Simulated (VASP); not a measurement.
## InSe: single point with PBE

InSe:

```
In Se
1.0
     4.08949    0.00000    0.00000
    -2.04475    3.54161    0.00000
     0.00000    0.00000   19.80121
In Se
4 4
Direct
  0.33333 0.66667 0.17861
  0.66667 0.33333 0.67861
  0.33333 0.66667 0.32139
  0.66667 0.33333 0.82139
  0.33333 0.66667 0.61434
  0.66667 0.33333 0.11434
  0.33333 0.66667 0.88566
  0.66667 0.33333 0.38566
```

```json
{
  "Program": "VASP 6.6.1",
  "Task": "single point",
  "Functional": "PBE",
  "Potentials or basis": "VASP PAW PBE potentials, release 64 (In_d, Se)",
  "Cutoff": "520 eV",
  "k mesh": "12 × 12 × 2",
  "Occupations": "gaussian, width 0.02 eV",
  "Spin": "no spin polarisation",
  "Dipole correction": "no",
  "Further INCAR settings": "ALGO = Normal; EDIFF = 1e-06; NBANDS = 48"
}
```

```
Pressure               : -0.1 GPa
Largest force          : 0.015 eV/Å
Band gap on the k mesh : 1.01 eV (least direct gap 1.02 eV)
```

Forces in eV/Å, atoms in the order of the input:
```
In   0.000  0.000  0.015
In   0.000  0.000  0.015
In   0.000  0.000 -0.015
In   0.000  0.000 -0.015
Se   0.000  0.000 -0.014
Se   0.000  0.000 -0.014
Se   0.000  0.000  0.014
Se   0.000  0.000  0.014
```

Levels at points of the mesh, in eV from the valence-band top:
```
           k point  band 35  band 36  band 37  band 38  band 39  band 40  band 41  band 42
(0.00, 0.00, 0.00)    -0.70    -0.70    -0.46    -0.01     1.01     1.43     2.41     2.44
(0.50, 0.00, 0.00)    -1.61    -1.59    -1.13    -1.04     1.90     2.00     2.07     2.16
(0.00, 0.00, 0.50)    -0.71    -0.71    -0.26    -0.26     1.24     1.24     2.43     2.43
(0.50, 0.00, 0.50)    -1.60    -1.60    -1.09    -1.09     1.98     1.98     2.08     2.08
```

Wall time 8.6 min on 1 thread of Intel(R) Xeon(R) Platinum 8259CL CPU @ 2.50GHz (Skylake/Cascade Lake) (shared host), peak memory 0.59 GiB.

Caveat: spin-orbit coupling is left out, which moves the levels of the heavy elements; this functional lacks dispersion, which binds layers or chains, so the pressure and a relaxed spacing across them are unreliable. A k mesh can miss the band edges.
